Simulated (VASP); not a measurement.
Runs of VASP 6.6.1 on ZnS (Wurtzite-2H). The structure is that of space group P6_3mc (No. 186), or close to it. The cells are those of the table. 

```csv
task,level,potentials or basis,cell,k mesh,cutoff (eV),gap on the mesh (eV),pressure (GPa),relaxed volume (Å³/atom)
single point,r2SCAN,"VASP PAW PBE potentials, release 64 (Zn, S)","a = 3.729, b = 3.729, c = 6.120 Å, angles 90.0, 90.0, 120.0°, 4 atoms",12 × 12 × 6,520,3.09,5.5,-
single point,r2SCAN,"VASP PAW PBE potentials, release 64 (Zn, S)","a = 3.807, b = 3.807, c = 6.248 Å, angles 90.0, 90.0, 120.0°, 4 atoms",12 × 12 × 4,520,2.78,0.0,-
single point,r2SCAN,"VASP PAW PBE potentials, release 64 (Zn, S)","a = 3.756, b = 3.756, c = 6.163 Å, angles 90.0, 90.0, 120.0°, 4 atoms",12 × 12 × 6,520,2.98,(a),-
single point,PBE,"VASP PAW PBE potentials, release 64 (Zn, S)","a = 3.846, b = 3.846, c = 6.304 Å, angles 90.0, 90.0, 120.0°, 4 atoms",12 × 12 × 4,520,2.08,(c),-
single point,PBEsol,"VASP PAW PBE potentials, release 64 (Zn, S)","a = 3.782, b = 3.782, c = 6.209 Å, angles 90.0, 90.0, 120.0°, 4 atoms",12 × 12 × 4,520,2.16,0.2,-
relaxation of cell and atoms,PBEsol,"VASP PAW PBE potentials, release 64 (Zn, S)","relaxed from a = 3.811, b = 3.811, c = 6.234 Å, angles 90.0, 90.0, 120.0°, 4 atoms",12 × 12 × 4,600,2.15,0.0,(b)
single point,LDA,"VASP PAW LDA potentials, release 64 (Zn, S)","a = 3.738, b = 3.738, c = 6.143 Å, angles 90.0, 90.0, 120.0°, 4 atoms",12 × 12 × 4,520,2.23,0.2,-
relaxation of cell and atoms,LDA,"VASP PAW LDA potentials, release 64 (Zn, S)","relaxed from a = 3.811, b = 3.811, c = 6.234 Å, angles 90.0, 90.0, 120.0°, 4 atoms",12 × 12 × 4,600,2.22,0.0,18.64
```

Alike in all rows: no spin polarisation; smearing fermi-dirac 0.02 eV.

Problem. Estimate the missing entries.

Solution. (a) 3.5; (b) 19.28; (c) 0.1.

Caveats: the PAW data sets were made with another functional, which shifts forces and pressure a little (some runs).

A k mesh can miss the band edges.
